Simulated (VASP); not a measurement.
# Ga (P6/mmm) in VASP: single point with RPBE

Aim: the single point of Ga with RPBE.

Everything below comes from runs of VASP 6.6.1. Logs are shortened: lines on timing, memory, paths and dates and some standing lists are left out, and cuts for length are marked.

## Step 1: The cell of the first run

Symmetry: P6/mmm, No. 191, hexagonal system. The conventional cell has a = 4.765 Å, b = 4.765 Å, c = 3.060 Å, α = 90.00°, β = 90.00°, γ = 120.00°. Ga (site symmetry 6/mmm) has 14 Ga at 3.06 to 3.15 Å within 4.0 Å. Within 3.6 Å of Ga (site symmetry -6m2) lie 11 Ga at 2.75 to 3.15 Å.

This isn't the form of Ga at room conditions, which is orthorhombic.

## Step 2: Single point, RPBE

Input file INCAR:

```
SYSTEM = Ga
ALGO = Normal
EDIFF = 1E-6
ENCUT = 520
GGA = RP
ISIF = 2
ISMEAR = -1
LASPH = .TRUE.
LCHARG = .FALSE.
LREAL = .FALSE.
LWAVE = .FALSE.
NBANDS = 26
NELM = 100
PREC = Accurate
SIGMA = 0.1
```

Input file KPOINTS:

```
k-points
0
G
  10 10 14
  0 0 0
```

Input file POSCAR:

```
Ga
1.0
    4.7651481199      0.0000000000      0.0000000000
   -2.3825740600      4.1267393246      0.0000000000
    0.0000000000      0.0000000000      3.0595952404
Ga
3
Direct
    0.0000000000      0.0000000000      0.0000000000
    0.3333333333      0.6666666667      0.5000000000
    0.6666666667      0.3333333333      0.5000000000
```

Potentials or basis: VASP PAW PBE potentials, release 64 (Ga_d).

On the command line:

```sh
$ cat potpaw_PBE.64/Ga_d/POTCAR > POTCAR
$ mpirun -np 1 vasp_std > vasp.out
```

OUTCAR:

```text
SYSTEM = Ga
   EDIFF = 1E-6
   ENCUT = 520
   GGA = RP
   ISIF = 2
   ISMEAR = -1
   LASPH = .TRUE.
   LREAL = .FALSE.
   NELM = 100
   PREC = Accurate

 ion  position               nearest neighbor table
   1  0.000  0.000  0.000-
   2  0.333  0.667  0.500-   3 2.75   3 2.75   3 2.75
   3  0.667  0.333  0.500-   2 2.75   2 2.75   2 2.75

  LATTYP: Found a hexagonal cell.
 ALAT       =     4.7651481199
 C/A-ratio  =     0.6420776781

  Lattice vectors:

 A1 = (   4.7651481199,   0.0000000000,   0.0000000000)
 A2 = (  -2.3825740600,   4.1267393246,   0.0000000000)
 A3 = (   0.0000000000,   0.0000000000,   3.0595952404)

Analysis of symmetry for initial positions (statically):
=====================================================================
 Subroutine PRICEL returns:
 Original cell was already a primitive cell.

 Routine SETGRP: Setting up the symmetry group for a
 hexagonal supercell.

 Subroutine GETGRP returns: Found 24 space group operations
 (whereof 24 operations were pure point group operations)
 out of a pool of 24 trial point group operations.

The static configuration has the point symmetry D_6h.

Analysis of symmetry for dynamics (positions and initial velocities):
=====================================================================
 Subroutine PRICEL returns:
 Original cell was already a primitive cell.

 Routine SETGRP: Setting up the symmetry group for a
 hexagonal supercell.

 Subroutine GETGRP returns: Found 24 space group operations
 (whereof 24 operations were pure point group operations)
 out of a pool of 24 trial point group operations.

The dynamic configuration has the point symmetry D_6h.

 Subroutine INISYM returns: Found 24 space group operations
 (whereof 24 operations are pure point group operations),
 and found     1 'primitive' translations

----------------------------------------------------------------------------------------

                                     Primitive cell

  volume of cell :      60.1655

  direct lattice vectors                    reciprocal lattice vectors
     4.765148120  0.000000000  0.000000000     0.209857065  0.121161033  0.000000000
    -2.382574060  4.126739325  0.000000000     0.000000000  0.242322066  0.000000000
     0.000000000  0.000000000  3.059595240     0.000000000  0.000000000  0.326840618

  length of vectors
     4.765148120  4.765148120  3.059595240     0.242322066  0.242322066  0.326840618

  position of ions in fractional coordinates (direct lattice)
     0.000000000  0.000000000  0.000000000
     0.333333333  0.666666667  0.500000000
     0.666666667  0.333333333  0.500000000

  ion indices of the primitive-cell ions
   primitive index   ion index
                 1           1
                 2           2
                 3           3

----------------------------------------------------------------------------------------

 KPOINTS: k-points

Automatic generation of k-mesh.
 Grid dimensions read from file:
 generate k-points for:   10   10   14

 Generating k-lattice:

  Cartesian coordinates                     Fractional coordinates (reciprocal lattice)
     0.020985707  0.012116103  0.000000000     0.100000000 -0.000000000  0.000000000
     0.000000000  0.024232207  0.000000000     0.000000000  0.100000000  0.000000000
     0.000000000  0.000000000  0.023345758     0.000000000  0.000000000  0.071428571

  Length of vectors
     0.024232207  0.024232207  0.023345758

  Shift w.r.t. Gamma in fractional coordinates (k-lattice)
     0.000000000  0.000000000  0.000000000

 Subroutine IBZKPT returns following result:
 ===========================================

 Found    112 irreducible k-points:

 Following reciprocal coordinates:
            Coordinates               Weight
  0.000000  0.000000  0.000000      1.000000
  0.100000 -0.000000  0.000000      6.000000
  0.200000 -0.000000  0.000000      6.000000
  0.300000 -0.000000  0.000000      6.000000
  0.400000  0.000000  0.000000      6.000000
  0.500000  0.000000  0.000000      3.000000
[... 16 lines left out ...]
  0.300000  0.100000  0.071429     24.000000
  0.400000  0.100000  0.071429     24.000000
 [... further k-points ...]
   k-points           NKPTS =    112   k-points in BZ     NKDIM =    112   number of bands    NBANDS=     26
   number of dos      NEDOS =    301   number of ions     NIONS =      3
   total plane-waves  NPLWV =  31104
   dimension x,y,z NGX =    36 NGY =   36 NGZ =   24
   dimension x,y,z NGXF=    72 NGYF=   72 NGZF=   48
   ions per type =               3
   NGX,Y,Z   is equivalent  to a cutoff of  12.56, 12.56, 13.04 a.u.
   NGXF,Y,Z  is equivalent  to a cutoff of  25.12, 25.12, 26.08 a.u.
 SYSTEM =  Ga
   PREC   = accura    normal or accurate (medium, high low for compatibility)
   ISTART =      0    job   : 0-new  1-cont  2-samecut
   ICHARG =      2    charge: 1-file 2-atom 10-const
   ISPIN  =      1    spin polarized calculation?
   LNONCOLLINEAR =      F non collinear calculations
   LSORBIT =      F    spin-orbit coupling
   LASPH  =      T    aspherical Exc in radial PAW
   ENCUT  =  520.0 eV  38.22 Ry    6.18 a.u.   8.86  8.86  5.69*2*pi/ulx,y,z
   NELM   =    100;   NELMIN=  2; NELMDL= -5     # of ELM steps
   EDIFF  = 0.1E-05   stopping-criterion for ELM
   LREAL  =      F    real-space projection
   EDIFFG = 0.1E-04   stopping-criterion for IOM
   NSW    =      0    number of steps for IOM
   IBRION =     -1    ionic relax: 0-MD 1-quasi-New 2-CG
   NFREE  =      0    steps in history (QN), initial steepest desc. (CG)
   ISIF   =      2    stress and relaxation
   ISYM   =      2    0-nonsym 1-usesym 2-fastsym
   POTIM  = 0.5000    time-step for ionic-motion
   TEBEG  =    0.0;   TEEND  =   0.0 temperature during run
   PSTRESS=    0.0 pullay stress
   NELECT =      39.0000    total number of electrons
   NUPDOWN=      -1.0000    fix difference up-down
   EMIN   =  10.00;   EMAX   =-10.00  energy-range for DOS
   EFERMI =   0.00;   METHOD = LEGACY
   ISMEAR =    -1;   SIGMA  =   0.10  broadening in eV -4-tet -1-fermi 0-gaus
   EFERMI_NEDOS =   21; number of points for ismear=-14 and -15
   IALGO  =     38    algorithm
   IMIX   =      4    mixing-type and parameters
     AMIX     =   0.40;   BMIX     =  1.00
     AMIX_MAG =   1.60;   BMIX_MAG =  1.00
  volume/ion in A,a.u.               =      20.06       135.34
  Fermi-wavevector in a.u.,A,eV,Ry     =   1.416817  2.677397 27.311949  2.007372
  Thomas-Fermi vector in A             =   2.538112
   LORBIT       =      0    0 simple, 1 ext, 2 COOP (PROOUT), +10 PAW based schemes
   GGA     = RP    functional components
   LHFCALC =     F    Hartree Fock is set to
   AEXX    =    0.0000 exact exchange contribution
   IVDW    =     0    specifies the selected vdW correction
   LEPSILON=     F    determine dielectric tensor
   LRPA    =     F    only Hartree local field effects (RPA)
 non-spin polarized calculation
  energy-cutoff  :      520.00
  volume of cell :       60.17
 maximum number of plane-waves:      1639
 NGX is ok and might be reduce to    36
   NGX = 17   NGY = 17   NGZ = 11

 number of electron      39.0000035 magnetization

 Free energy of the ion-electron system (eV)
  ---------------------------------------------------
  ext. energy  EPLUGINS =         0.00000000
  ---------------------------------------------------
  free energy    TOTEN  =        -7.55769417 eV

  energy without entropy =       -7.51104723  energy(sigma->0) =       -7.53437070

 E-fermi :   5.1124     XC(G=0): -10.5799

 val. band max:        5.1064275312   @ k =   0.2000  -0.0000   0.2143
 cond. band min:       5.1458252543   @ k =   0.4000   0.0000   0.5000
 fundamental gap:      0.0393977231
 Fermi energy:         5.1124162765

 k-point     1 :       0.0000    0.0000    0.0000
  band No.  band energies     occupation
      1      -9.9165      2.00000
      2      -9.7664      2.00000
      3      -9.7664      2.00000
      4      -9.7454      2.00000
      5      -9.7400      2.00000
      6      -9.7155      2.00000
[... 18 lines left out ...]
     25      16.3959      0.00000
     26      16.4337      0.00000

 k-point     2 :       0.1000   -0.0000    0.0000
  band No.  band energies     occupation
      1      -9.9129      2.00000
      2      -9.7849      2.00000
      3      -9.7802      2.00000
      4      -9.7491      2.00000
      5      -9.7353      2.00000
      6      -9.7250      2.00000
[... 18 lines left out ...]
     25      16.0942      0.00000
     26      16.2053      0.00000

 k-point     3 :       0.2000   -0.0000    0.0000
  band No.  band energies     occupation
      1      -9.9030      2.00000
      2      -9.8183      2.00000
      3      -9.8056      2.00000
      4      -9.7602      2.00000
      5      -9.7397      2.00000
      6      -9.7376      2.00000
[... 18 lines left out ...]
     25      15.1295      0.00000
     26      15.2393      0.00000

 k-point     4 :       0.3000   -0.0000    0.0000
  band No.  band energies     occupation
      1      -9.8909      2.00000
      2      -9.8495      2.00000
      3      -9.8275      2.00000
      4      -9.7743      2.00000
      5      -9.7520      2.00000
      6      -9.7413      2.00000
[... 18 lines left out ...]
     25      14.0497      0.00000
     26      14.1732      0.00000

 k-point     5 :       0.4000    0.0000    0.0000
  band No.  band energies     occupation
      1      -9.8881      2.00000
      2      -9.8620      2.00000
      3      -9.8414      2.00000
      4      -9.7869      2.00000
      5      -9.7600      2.00000
      6      -9.7439      2.00000
[... 18 lines left out ...]
     25      12.5776      0.00000
     26      13.1166      0.00000

 k-point     6 :       0.5000    0.0000    0.0000
  band No.  band energies     occupation
      1      -9.8925      2.00000
      2      -9.8598      2.00000
      3      -9.8460      2.00000
      4      -9.7925      2.00000
      5      -9.7627      2.00000
      6      -9.7449      2.00000
[... 427 lines left out ...]
 k-point    21 :       0.1000    0.1000    0.0714
  band No.  band energies     occupation
      1      -9.8986      2.00000
      2      -9.8066      2.00000
      3      -9.8029      2.00000
      4      -9.7492      2.00000
      5      -9.7467      2.00000
      6      -9.7385      2.00000
[... 18 lines left out ...]
     25      14.6902      0.00000
     26      14.7491      0.00000

 k-point    22 :       0.2000    0.1000    0.0714
  band No.  band energies     occupation
      1      -9.8886      2.00000
      2      -9.8370      2.00000
      3      -9.8239      2.00000
      4      -9.7590      2.00000
      5      -9.7527      2.00000
      6      -9.7383      2.00000
[... 18 lines left out ...]
     25      13.9257      0.00000
     26      14.3724      0.00000

 k-point    23 :       0.3000    0.1000    0.0714
  band No.  band energies     occupation
      1      -9.8833      2.00000
      2      -9.8561      2.00000
      3      -9.8396      2.00000
      4      -9.7701      2.00000
      5      -9.7583      2.00000
      6      -9.7380      2.00000
[... 18 lines left out ...]
     25      12.7184      0.00000
     26      13.8405      0.00000

 k-point    24 :       0.4000    0.1000    0.0714
  band No.  band energies     occupation
      1      -9.8898      2.00000
      2      -9.8548      2.00000
      3      -9.8482      2.00000
      4      -9.7784      2.00000
      5      -9.7614      2.00000
      6      -9.7393      2.00000
[... 18 lines left out ...]
     25      12.6106      0.00000
     26      13.0112      0.00000

 [... further k-points ...]

------------------------ aborting loop because EDIFF is reached ----------------------------------------

  FORCE on cell =-STRESS in cart. coord.  units (eV):
  Direction    XX          YY          ZZ          XY          YZ          ZX
  --------------------------------------------------------------------------------------
  -------------------------------------------------------------------------------------
  Total        0.3344304      0.3344304     -0.2709334     -0.0000000      0.0000000      0.0000000
  in kB        8.9057165      8.9057165     -7.2148224     -0.0000000      0.0000000      0.0000000
  external PRESSURE =       3.5322036 kB  Pullay stress =       0.0000000 kB

 VOLUME and BASIS-vectors are now :
 -----------------------------------------------------------------------------
  energy-cutoff  :      520.00
  volume of cell :       60.17
      direct lattice vectors                 reciprocal lattice vectors
     4.765148120  0.000000000  0.000000000     0.209857065  0.121161033  0.000000000
    -2.382574060  4.126739325  0.000000000     0.000000000  0.242322066  0.000000000
     0.000000000  0.000000000  3.059595240     0.000000000  0.000000000  0.326840618

 POSITION                                       TOTAL-FORCE (eV/Angst)
 -----------------------------------------------------------------------------------
      0.00000      0.00000      0.00000        -0.000000      0.000000     -0.000000
     -0.00000      2.75116      1.52980        -0.000000      0.000000      0.000000
      2.38257      1.37558      1.52980         0.000000      0.000000     -0.000000
 -----------------------------------------------------------------------------------
    total drift:                                0.000000      0.000000     -0.000000

  FREE ENERGIE OF THE ION-ELECTRON SYSTEM (eV)
  ---------------------------------------------------
  free  energy   TOTEN  =        -7.5576941689 eV

  energy  without entropy=       -7.5110472309  energy(sigma->0) =       -7.53437070
```

Run time: 2 min. Hardware: 1 thread of Intel Xeon Platinum 8375C at 2.90GHz (Ice Lake), shared host; peak memory 0.26 GiB.

Results:

```
Free energy            : -7.5577 eV
Pressure               : 0.4 GPa
Band gap on the k mesh : zero (an odd number of electrons rules out a gap without spin polarisation)
```

Levels at points of the mesh, in eV from the Fermi level:
```csv
k point,band 16,band 17,band 18,band 19,band 20,band 21,band 22,band 23
"(0.00, 0.00, 0.00)",-10.58,-2.64,-2.35,-1.05,-1.05,-0.84,-0.84,4.72
"(0.50, 0.00, 0.00)",-8.34,-8.30,-4.12,-3.38,4.38,4.64,5.56,5.91
"(0.00, 0.00, 0.50)",-7.04,-5.86,1.01,1.30,1.30,1.59,1.64,2.10
"(0.50, 0.00, 0.50)",-5.10,-4.54,-4.05,-3.07,-0.29,-0.05,0.42,1.84
```

Caveat: the PAW data sets were made with another functional, which shifts forces and pressure a little.

The gap in the log of VASP goes by the Fermi energy; the results here count the filled bands.